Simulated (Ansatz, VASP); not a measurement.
## One calculation of As, two programs

INCAR

```
SYSTEM = As
PREC = Accurate
ENCUT = 500
EDIFF = 1E-7
ISMEAR = -1
SIGMA = 0.1
LREAL = .False.
LASPH = .True.
NELM = 120
ALGO = Normal
ISIF = 3
LWAVE = .False.
LCHARG = .False.
GGA = B5
ALDAX = 1.0
AGGAX = 1.0
AGGAC = 1.0
ALDAC = 0.0
IBRION = 2
NSW = 80
EDIFFG = -0.01
GGA_COMPAT = .False.
NELMIN = 4
```

The input KPOINTS:

```
Automatic mesh
0
Gamma
  12 12 12
  0 0 0
```

The input POSCAR:

```
As
1.0
    2.7037441770      0.0000000000      0.0000000000
    0.0000000000      2.7037441770      0.0000000000
    0.0000000000      0.0000000000      2.7037441770
As
1
Direct
    0.0000000000      0.0000000000      0.0000000000
```

Input for Ansatz:

```yaml
crystal:
  lattice:
    - [2.703744177, 0.0, 0.0]
    - [0.0, 2.703744177, 0.0]
    - [0.0, 0.0, 2.703744177]
  atoms:
    - { symbol: As, position: [0.0, 0.0, 0.0] }
hamiltonian:
  xc: blyp
  pseudopotentials:
    kind: paw
    azcp:
      As: "pseudopotentials/As.paw.azcp"
basis:
  ecutwfc: 420
  fft_grid_basis: typed
kpoints:
  mp_grid: { grid: [12, 12, 12], shift: [0, 0, 0] }
magnetization:
  spin_polarized: false
scf:
  occupations: { method: fermi_dirac, width: 0.1 }
relax:
  max_steps: 60
  f_tol: 0.01
  cell: {}
```

Alike in both runs: task relaxation of cell and atoms; functional BLYP; k mesh 12 × 12 × 12; occupations fermi-dirac, width 0.1 eV; no spin polarisation.

|  | VASP | Ansatz |
| --- | --- | --- |
| version | VASP 6.6.1 | Ansatz 0.2.0 |
| potentials or method | VASP PAW PBE potentials, release 64 (As), cutoff 500 eV | plane waves (420 eV) with PAW, scalar-relativistic |
| valence electrons in the cell | 5 | 15 |

|  | VASP | Ansatz | Ansatz less VASP |
| --- | --- | --- | --- |
| relaxed volume (Å³/atom) | 22.36 | 22.27 | -0.087 |
| relaxed cell length with the largest relative difference (Å) | 2.817 | 2.813 | -0.0036 |

VASP's potentials were made for PBE, not for BLYP. VASP's potentials hold 5 valence electrons a cell and Ansatz's 15, so a difference there can come from the potentials and not from the codes.
